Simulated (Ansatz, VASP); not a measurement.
**AlFe in VASP and in Ansatz**

```xyz
2
Lattice="2.9028 0.0000 0.0000 0.0000 2.9028 0.0000 0.0000 0.0000 2.9028" Properties=species:S:1:pos:R:3 pbc="T T T"
Al    0.0000    0.0000    0.0000
Fe    1.4514    1.4514    1.4514
```

Alike in both runs: task single point; functional PBE; k mesh 14 × 14 × 14; occupations gaussian, width 0.1 eV; collinear spin.

|  | VASP | Ansatz |
| --- | --- | --- |
| version | VASP 6.6.1 | Ansatz 0.2.0 |
| potentials or method | VASP PAW PBE potentials, release 64 (Al, Fe), cutoff 520 eV | scalar-relativistic, plane waves, PAW |
| valence electrons in the cell | 11 | 19 |

|  | VASP | Ansatz | Ansatz less VASP |
| --- | --- | --- | --- |
| gap on the k mesh at the Fermi level (eV) | none | none | - |
| pressure (GPa) | -4.9 | -4.9 | -0.02 |
| net moment per atom (μB) | 0.34 | 0.34 | +0.002 |

A gap of «none» marks a metal or a gap that the smearing closes. VASP's potentials hold 11 valence electrons a cell and Ansatz's 19, so a difference there can come from the potentials and not from the codes.
